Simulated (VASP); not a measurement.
A run of VASP 6.6.1:

Contents of INCAR:

```
SYSTEM = SrAl15O24
PREC = Accurate
ENCUT = 520
EDIFF = 1E-7
ISMEAR = 0
SIGMA = 0.01
LREAL = Auto
LASPH = .True.
NELM = 120
ALGO = Normal
ISIF = 2
LWAVE = .False.
LCHARG = .False.
GGA = PE
IBRION = 2
NSW = 100
EDIFFG = -0.03
NELECT = 200.0
GGA_COMPAT = .False.
NELMIN = 4
```

File KPOINTS:

```
Automatic mesh
0
Gamma
  1 1 1
  0.25 0.25 0.25
```

POSCAR

```
SrAl15O24
1.0
    2.4039417600      1.3879164200      4.3742070900
   -4.8078835200      2.7758328500      8.7484141900
    0.0000000000     -5.5516656900      8.7484141900
Al Sr O
15 1 24
Direct
    0.6478877100      0.3239438500      0.3239438500
    0.1478877100      0.0739438500      0.0739438500
    0.3521122900      0.1760561500      0.1760561500
    0.6478877100      0.3239438500      0.8239438500
    0.8521122900      0.4260561500      0.9260561500
    0.1478877100      0.0739438500      0.5739438500
    0.3521122900      0.1760561500      0.6760561500
    0.6478877100      0.8239438500      0.3239438500
    0.8521122900      0.9260561500      0.4260561500
    0.1478877100      0.5739438500      0.0739438500
    0.3521122900      0.6760561500      0.1760561500
    0.6478877100      0.8239438500      0.8239438500
    0.8521122900      0.9260561500      0.9260561500
    0.1478877100      0.5739438500      0.5739438500
    0.3521122900      0.6760561500      0.6760561500
    0.8521122900      0.4260561500      0.4260561500
    0.4438508600      0.0280745700      0.3750000000
    0.9438508600      0.1250000000      0.2780745700
    0.0561491400      0.3750000000      0.2219254300
    0.7500000000      0.2219254300      0.0280745700
    0.2500000000      0.2780745700      0.4719254300
    0.5561491400      0.4719254300      0.1250000000
    0.4438508600      0.0280745700      0.8750000000
    0.9438508600      0.1250000000      0.7780745700
    0.0561491400      0.3750000000      0.7219254300
    0.7500000000      0.2219254300      0.5280745700
    0.2500000000      0.2780745700      0.9719254300
    0.5561491400      0.4719254300      0.6250000000
    0.4438508600      0.5280745700      0.3750000000
    0.9438508600      0.6250000000      0.2780745700
    0.0561491400      0.8750000000      0.2219254300
    0.7500000000      0.7219254300      0.0280745700
    0.2500000000      0.7780745700      0.4719254300
    0.5561491400      0.9719254300      0.1250000000
    0.4438508600      0.5280745700      0.8750000000
    0.9438508600      0.6250000000      0.7780745700
    0.0561491400      0.8750000000      0.7219254300
    0.7500000000      0.7219254300      0.5280745700
    0.2500000000      0.7780745700      0.9719254300
    0.5561491400      0.9719254300      0.6250000000
```

Potentials or basis: VASP PAW PBE potentials, release 64 (Al, Sr_sv, O).

Launch:

```sh
$ cat potpaw_PBE.64/Al/POTCAR potpaw_PBE.64/Sr_sv/POTCAR potpaw_PBE.64/O/POTCAR > POTCAR
$ mpirun -np 1 vasp_std > vasp.out
```

Hardware: 1 thread of AMD EPYC 7571, with other jobs on the host.

Estimate the wall time of this run.

Wall time 58 min on 1 thread of AMD EPYC 7571 (shared host), peak memory 0.6 GiB. Counts: scf iterations 229, k points 1, ion steps 24.
